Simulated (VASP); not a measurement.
A run of VASP 6.6.1 is set up as follows.

Contents of INCAR:

```
SYSTEM = Co
PREC = Accurate
ENCUT = 520
EDIFF = 1E-6
ISMEAR = 0
SIGMA = 0.05
LREAL = .False.
LASPH = .True.
NELM = 80
ALGO = Normal
ISIF = 2
LWAVE = .False.
LCHARG = .False.
GGA = PE
ISYM = 0
NBANDS = 16
```

File KPOINTS:

```
Automatic mesh
0
Gamma
  7 12 10
  0 0 0
```

File POSCAR:

```
Co
1.0
   -1.7950000000     -3.5900000000     -1.7950000000
   -1.7950000000      0.0000000000     -1.7950000000
    1.7950000000      0.0000000000     -1.7950000000
Co
2
Direct
    0.0000000000      0.0000000000      0.0000000000
    0.5000000000      0.0000000000      0.5000000000
```

Potentials or basis: VASP PAW PBE potentials, release 64 (Co).

The run is started by

```bash
$ cat potpaw_PBE.64/Co/POTCAR > POTCAR
$ mpirun -np 1 vasp_std > vasp.out
```

**Question.** What does it give for the pressure?

**Answer.** -22.7 GPa.

**Question.** What does it give for the band gap on the k mesh?

**Answer.** Zero (bands 9 and 10 overlap by 1.02 eV).

Caveat: the cell stands under tension; the run has no spin polarisation, though such a crystal can be magnetic. Spin polarisation is off, so any magnetic state and its effect on volume and gap are missing.
